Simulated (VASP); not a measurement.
# BeCd3 (I4/mmm) in VASP: a series of runs

BeCd3 is run at these levels: PBE; tasks: single point.

Everything below comes from runs of VASP 6.6.1. Logs are shortened: lines on timing, memory, paths and dates and some standing lists are left out, and cuts for length are marked.

## 1. The cell of the first run

The structure is tetragonal, space group I4/mmm (No. 139). The conventional cell has a = 4.144 Å, b = 4.144 Å, c = 9.257 Å, α = 90.00°, β = 90.00°, γ = 90.00°. Within 3.9 Å of Be (site symmetry 4/mmm) lie 12 Cd at 2.93 to 3.11 Å. Within 3.9 Å of Cd (site symmetry 4/mmm) lie 4 Be at 2.93 Å and 8 Cd at 3.11 Å. Within 3.9 Å of Cd (site symmetry -4m2) lie 8 Cd at 2.93 to 3.11 Å and 4 Be at 3.11 Å.

## 2. Single point, PBE

INCAR reads:

```
ALGO = Normal
EDIFF = 1E-6
ENCUT = 520
GGA = PE
ISIF = 2
ISMEAR = 0
LASPH = T
LCHARG = F
LREAL = F
LWAVE = F
NBANDS = 27
NELM = 100
PREC = Accurate
SIGMA = 0.1
```

KPOINTS reads:

```
k-points
0
Gamma
  6 6 6
```

POSCAR reads:

```
BeCd3
1.0
   -2.0721094486      2.0721094486      4.6286081189
    2.0721094486     -2.0721094486      4.6286081189
    2.0721094486      2.0721094486     -4.6286081189
Be Cd
1 3
Direct
    0.0000000000      0.0000000000      0.0000000000
    0.5000000000      0.5000000000      0.0000000000
    0.2500000000      0.7500000000      0.5000000000
    0.7500000000      0.2500000000      0.5000000000
```

Potentials or basis: VASP PAW PBE potentials, release 64 (Be, Cd).

Command:

```
$ cat potpaw_PBE.64/Be/POTCAR potpaw_PBE.64/Cd/POTCAR > POTCAR
$ mpirun -np 1 vasp_std > vasp.out
```

OUTCAR:

```text
EDIFF = 1E-6
   ENCUT = 520
   GGA = PE
   ISIF = 2
   ISMEAR = 0
   LASPH = T
   LREAL = F
   NELM = 100
   PREC = Accurate

 ion  position               nearest neighbor table
   1  0.000  0.000  0.000-   2 2.93   2 2.93   2 2.93   2 2.93
   2  0.500  0.500  0.000-   1 2.93   1 2.93   1 2.93   1 2.93   4 3.11   3 3.11   4 3.11   4 3.11
                             3 3.11   3 3.11   4 3.11   3 3.11
   3  0.250  0.750  0.500-   4 2.93   4 2.93   4 2.93   4 2.93   2 3.11   2 3.11   2 3.11   2 3.11

   4  0.750  0.250  0.500-   3 2.93   3 2.93   3 2.93   3 2.93   2 3.11   2 3.11   2 3.11   2 3.11

  LATTYP: Found a body centered tetragonal cell.
 ALAT       =     4.1442188972
 C/A-ratio  =     2.2337662337

  Lattice vectors:

 A1 = (  -2.0721094486,   2.0721094486,   4.6286081189)
 A2 = (   2.0721094486,  -2.0721094486,   4.6286081189)
 A3 = (   2.0721094486,   2.0721094486,  -4.6286081189)

Analysis of symmetry for initial positions (statically):
=====================================================================
 Subroutine PRICEL returns:
 Original cell was already a primitive cell.

 Routine SETGRP: Setting up the symmetry group for a
 body centered tetragonal supercell.

 Subroutine GETGRP returns: Found 16 space group operations
 (whereof 16 operations were pure point group operations)
 out of a pool of 16 trial point group operations.

The static configuration has the point symmetry D_4h.

Analysis of symmetry for dynamics (positions and initial velocities):
=====================================================================
 Subroutine PRICEL returns:
 Original cell was already a primitive cell.

 Routine SETGRP: Setting up the symmetry group for a
 body centered tetragonal supercell.

 Subroutine GETGRP returns: Found 16 space group operations
 (whereof 16 operations were pure point group operations)
 out of a pool of 16 trial point group operations.

The dynamic configuration has the point symmetry D_4h.

 Subroutine INISYM returns: Found 16 space group operations
 (whereof 16 operations are pure point group operations),
 and found     1 'primitive' translations

----------------------------------------------------------------------------------------

                                     Primitive cell

  volume of cell :      79.4943

  direct lattice vectors                    reciprocal lattice vectors
    -2.072109449  2.072109449  4.628608119     0.000000000  0.241299995  0.108023835
     2.072109449 -2.072109449  4.628608119     0.241299995  0.000000000  0.108023835
     2.072109449  2.072109449 -4.628608119     0.241299995  0.241299995  0.000000000

  length of vectors
     5.478255950  5.478255950  5.478255950     0.264376316  0.264376316  0.341249726

  position of ions in fractional coordinates (direct lattice)
     0.000000000  0.000000000  0.000000000
     0.500000000  0.500000000  0.000000000
     0.250000000  0.750000000  0.500000000
     0.750000000  0.250000000  0.500000000

  ion indices of the primitive-cell ions
   primitive index   ion index
                 1           1
                 2           2
                 3           3
                 4           4

----------------------------------------------------------------------------------------

 KPOINTS: k-points

Automatic generation of k-mesh.
 Grid dimensions read from file:
 generate k-points for:    6    6    6

 Generating k-lattice:

  Cartesian coordinates                     Fractional coordinates (reciprocal lattice)
     0.000000000  0.040216666  0.018003973     0.166666667  0.000000000  0.000000000
     0.040216666  0.000000000  0.018003973     0.000000000  0.166666667  0.000000000
     0.040216666  0.040216666  0.000000000     0.000000000  0.000000000  0.166666667

  Length of vectors
     0.044062719  0.044062719  0.056874954

  Shift w.r.t. Gamma in fractional coordinates (k-lattice)
     0.000000000  0.000000000  0.000000000

 Subroutine IBZKPT returns following result:
 ===========================================

 Found     30 irreducible k-points:

 Following reciprocal coordinates:
            Coordinates               Weight
  0.000000  0.000000  0.000000      1.000000
  0.166667  0.000000 -0.000000      8.000000
  0.333333  0.000000 -0.000000      8.000000
  0.500000  0.000000 -0.000000      4.000000
  0.166667  0.166667 -0.000000      8.000000
  0.333333  0.166667 -0.000000     16.000000
[... 16 lines left out ...]
 -0.333333 -0.333333  0.166667      8.000000
 -0.166667 -0.333333  0.166667      8.000000
 [... further k-points ...]
   k-points           NKPTS =     30   k-points in BZ     NKDIM =     30   number of bands    NBANDS=     27
   number of dos      NEDOS =    301   number of ions     NIONS =      4
   total plane-waves  NPLWV =  74088
   dimension x,y,z NGX =    42 NGY =   42 NGZ =   42
   dimension x,y,z NGXF=    84 NGYF=   84 NGZF=   84
   ions per type =               1   3
   NGX,Y,Z   is equivalent  to a cutoff of  12.75, 12.75, 12.75 a.u.
   NGXF,Y,Z  is equivalent  to a cutoff of  25.49, 25.49, 25.49 a.u.
 SYSTEM =  unknown system
   PREC   = accura    normal or accurate (medium, high low for compatibility)
   ISTART =      0    job   : 0-new  1-cont  2-samecut
   ICHARG =      2    charge: 1-file 2-atom 10-const
   ISPIN  =      1    spin polarized calculation?
   LNONCOLLINEAR =      F non collinear calculations
   LSORBIT =      F    spin-orbit coupling
   LASPH  =      T    aspherical Exc in radial PAW
   ENCUT  =  520.0 eV  38.22 Ry    6.18 a.u.  10.19 10.19 10.19*2*pi/ulx,y,z
   NELM   =    100;   NELMIN=  2; NELMDL= -5     # of ELM steps
   EDIFF  = 0.1E-05   stopping-criterion for ELM
   LREAL  =      F    real-space projection
   EDIFFG = 0.1E-04   stopping-criterion for IOM
   NSW    =      0    number of steps for IOM
   IBRION =     -1    ionic relax: 0-MD 1-quasi-New 2-CG
   NFREE  =      0    steps in history (QN), initial steepest desc. (CG)
   ISIF   =      2    stress and relaxation
   ISYM   =      2    0-nonsym 1-usesym 2-fastsym
   POTIM  = 0.5000    time-step for ionic-motion
   TEBEG  =    0.0;   TEEND  =   0.0 temperature during run
   PSTRESS=    0.0 pullay stress
   NELECT =      38.0000    total number of electrons
   NUPDOWN=      -1.0000    fix difference up-down
   EMIN   =  10.00;   EMAX   =-10.00  energy-range for DOS
   EFERMI =   0.00;   METHOD = LEGACY
   ISMEAR =     0;   SIGMA  =   0.10  broadening in eV -4-tet -1-fermi 0-gaus
   EFERMI_NEDOS =   21; number of points for ismear=-14 and -15
   IALGO  =     38    algorithm
   IMIX   =      4    mixing-type and parameters
     AMIX     =   0.40;   BMIX     =  1.00
     AMIX_MAG =   1.60;   BMIX_MAG =  1.00
  volume/ion in A,a.u.               =      19.87       134.11
  Fermi-wavevector in a.u.,A,eV,Ry     =   1.280042  2.418928 22.293236  1.638507
  Thomas-Fermi vector in A             =   2.412492
   LORBIT       =      0    0 simple, 1 ext, 2 COOP (PROOUT), +10 PAW based schemes
   GGA     = PE    functional components
   LHFCALC =     F    Hartree Fock is set to
   AEXX    =    0.0000 exact exchange contribution
   IVDW    =     0    specifies the selected vdW correction
   LEPSILON=     F    determine dielectric tensor
   LRPA    =     F    only Hartree local field effects (RPA)
 non-spin polarized calculation
 Gauss-broadening in eV      SIGMA  =   0.10
  energy-cutoff  :      520.00
  volume of cell :       79.49
 maximum number of plane-waves:      2169
 NGX is ok and might be reduce to    42
   NGX = 21   NGY = 21   NGZ = 21

 number of electron      37.9999997 magnetization

 Free energy of the ion-electron system (eV)
  ---------------------------------------------------
  ext. energy  EPLUGINS =         0.00000000
  ---------------------------------------------------
  free energy    TOTEN  =        -4.48743473 eV

  energy without entropy =       -4.48345543  energy(sigma->0) =       -4.48544508

 E-fermi :   3.0230     XC(G=0): -10.6236

 val. band max:        2.9112067747   @ k =  -0.3333   0.3333   0.0000
 cond. band min:       3.0414434262   @ k =   0.0000   0.0000   0.0000
 fundamental gap:      0.1302366515
 Fermi energy:         3.0230328275

 k-point     1 :       0.0000    0.0000    0.0000
  band No.  band energies     occupation
      1      -6.9862      2.00000
      2      -6.7841      2.00000
      3      -6.7451      2.00000
      4      -6.3181      2.00000
      5      -6.3181      2.00000
      6      -6.1615      2.00000
[... 19 lines left out ...]
     26       7.1740      0.00000
     27      10.8419      0.00000

 k-point     2 :       0.1667    0.0000   -0.0000
  band No.  band energies     occupation
      1      -6.8913      2.00000
      2      -6.7343      2.00000
      3      -6.6249      2.00000
      4      -6.3724      2.00000
      5      -6.3707      2.00000
      6      -6.1132      2.00000
[... 19 lines left out ...]
     26       9.3622      0.00000
     27       9.6662      0.00000

 k-point     3 :       0.3333    0.0000   -0.0000
  band No.  band energies     occupation
      1      -6.6226      2.00000
      2      -6.5973      2.00000
      3      -6.4284      2.00000
      4      -6.3925      2.00000
      5      -6.3198      2.00000
      6      -6.1180      2.00000
[... 19 lines left out ...]
     26       8.4290      0.00000
     27      10.6455      0.00000

 k-point     4 :       0.5000    0.0000   -0.0000
  band No.  band energies     occupation
      1      -6.5228      2.00000
      2      -6.4634      2.00000
      3      -6.2580      2.00000
      4      -6.1955      2.00000
      5      -6.1632      2.00000
      6      -6.1577      2.00000
[... 19 lines left out ...]
     26       9.8138      0.00000
     27      10.3421      0.00000
[... 516 lines left out ...]
      4      -6.4662      2.00000
      5      -6.2903      2.00000
      6      -6.2119      2.00000
[... 19 lines left out ...]
     26       9.6985      0.00000
     27      10.2309      0.00000

 k-point    23 :      -0.3333   -0.3333    0.1667
  band No.  band energies     occupation
      1      -6.8460      2.00000
      2      -6.7775      2.00000
      3      -6.6066      2.00000
      4      -6.5040      2.00000
      5      -6.3793      2.00000
      6      -6.2308      2.00000
[... 19 lines left out ...]
     26       9.5359      0.00000
     27      10.2818      0.00000

 k-point    24 :      -0.1667   -0.3333    0.1667
  band No.  band energies     occupation
      1      -6.8783      2.00000
      2      -6.8261      2.00000
      3      -6.5469      2.00000
      4      -6.5376      2.00000
      5      -6.5186      2.00000
      6      -6.1833      2.00000
[... 19 lines left out ...]
     26       9.6106      0.00000
     27      10.2486      0.00000

 [... further k-points ...]

------------------------ aborting loop because EDIFF is reached ----------------------------------------

  FORCE on cell =-STRESS in cart. coord.  units (eV):
  Direction    XX          YY          ZZ          XY          YZ          ZX
  --------------------------------------------------------------------------------------
  -------------------------------------------------------------------------------------
  Total        0.1482211      0.1482211     -2.6195875      0.0000000      0.0000000      0.0000000
  in kB        2.9873405      2.9873405    -52.7968131      0.0000000      0.0000000      0.0000000
  external PRESSURE =     -15.6073774 kB  Pullay stress =       0.0000000 kB

 VOLUME and BASIS-vectors are now :
 -----------------------------------------------------------------------------
  energy-cutoff  :      520.00
  volume of cell :       79.49
      direct lattice vectors                 reciprocal lattice vectors
    -2.072109449  2.072109449  4.628608119     0.000000000  0.241299995  0.108023835
     2.072109449 -2.072109449  4.628608119     0.241299995  0.000000000  0.108023835
     2.072109449  2.072109449 -4.628608119     0.241299995  0.241299995  0.000000000

 POSITION                                       TOTAL-FORCE (eV/Angst)
 -----------------------------------------------------------------------------------
      0.00000      0.00000      0.00000        -0.000000      0.000000      0.000000
      0.00000      0.00000      4.62861        -0.000000      0.000000      0.000000
      2.07211      0.00000      2.31430        -0.000000     -0.000000     -0.000000
      0.00000      2.07211      2.31430         0.000000     -0.000000      0.000000
 -----------------------------------------------------------------------------------
    total drift:                               -0.000000      0.000000      0.000000

  FREE ENERGIE OF THE ION-ELECTRON SYSTEM (eV)
  ---------------------------------------------------
  free  energy   TOTEN  =        -4.4874347302 eV

  energy  without entropy=       -4.4834554336  energy(sigma->0) =       -4.48544508
```

Wall time 64 s (1 thread of AMD EPYC 9R14 (Zen 4), shared host); peak memory 0.24 GiB.

What came out:

```
Free energy            : -4.4874 eV
Pressure               : -1.6 GPa
Band gap on the k mesh : zero (bands 19 and 20 overlap by 2.68 eV)
```

Levels at points of the mesh, in eV from the Fermi level:
```tsv
k point	band 15	band 16	band 17	band 18	band 19	band 20	band 21	band 22	band 23	band 24
(0.00, 0.00, 0.00)	-8.50	-8.10	-1.92	0.02	1.41	1.41	2.10	2.10	2.64	3.52
(0.50, 0.00, 0.00)	-8.45	-5.89	-5.80	-1.94	-1.82	2.46	3.36	3.87	4.03	4.66
(0.50, 0.50, 0.00)	-8.33	-3.91	-3.71	-2.58	-2.54	-1.27	-1.09	3.26	3.43	3.53
(0.50, 0.50, 0.50)	-8.10	-7.03	-6.63	-0.58	-0.58	2.24	2.46	4.59	5.28	5.28
```

## 3. Single point, PBE

This run uses another cell than the first one, of 19.12 Å³/atom.

INCAR reads:

```
SYSTEM = BeCd3
PREC = Accurate ; ENCUT = 520
EDIFF = 1E-7 ; ISMEAR = 0
SIGMA = 0.1 ; LREAL = .False.
LASPH = .True. ; NELM = 80
ALGO = Fast ; ISIF = 2
LWAVE = .False. ; LCHARG = .True.
GGA = PE ; LELF = .True.
LVHAR = .True. ; NBANDS = 27
```

KPOINTS reads:

```
Automatic mesh
0
Gamma
  16 16 16
  0 0 0
```

POSCAR reads:

```
BeCd3
1.0
   -2.1291207355      2.1291207355      4.2181480696
    2.1291207355     -2.1291207355      4.2181480696
    2.1291207355      2.1291207355     -4.2181480696
Be Cd
1 3
Direct
    0.0000000000      0.0000000000      0.0000000000
    0.5000000000      0.5000000000      0.0000000000
    0.2500000000      0.7500000000      0.5000000000
    0.7500000000      0.2500000000      0.5000000000
```

Potentials or basis: VASP PAW PBE potentials, release 64 (Be, Cd).

Command:

```
$ cat potpaw_PBE.64/Be/POTCAR potpaw_PBE.64/Cd/POTCAR > POTCAR
$ mpirun -np 1 vasp_std > vasp.out
```

It took 11 min on 1 thread of AMD EPYC 9R14 (Zen 4), shared host; peak memory 0.65 GiB.

The run converged. Its results:

- Free energy: -4.5761 eV
- Pressure: 0.3 GPa
- Band gap on the k mesh: zero (bands 19 and 20 overlap by 2.83 eV)

Levels at points of the mesh, in eV from the Fermi level:
```
           k point  band 17  band 18  band 19  band 20  band 21  band 22
(0.00, 0.00, 0.00)    -0.97     1.51     1.51     1.91     2.12     2.12
(0.50, 0.00, 0.00)    -5.93    -1.30    -1.19     2.06     2.78     3.34
(0.50, 0.50, 0.00)    -4.08    -2.61    -2.60    -1.16    -0.91     4.00
(0.50, 0.50, 0.50)    -6.42    -1.09    -1.09     1.69     1.78     5.08
```
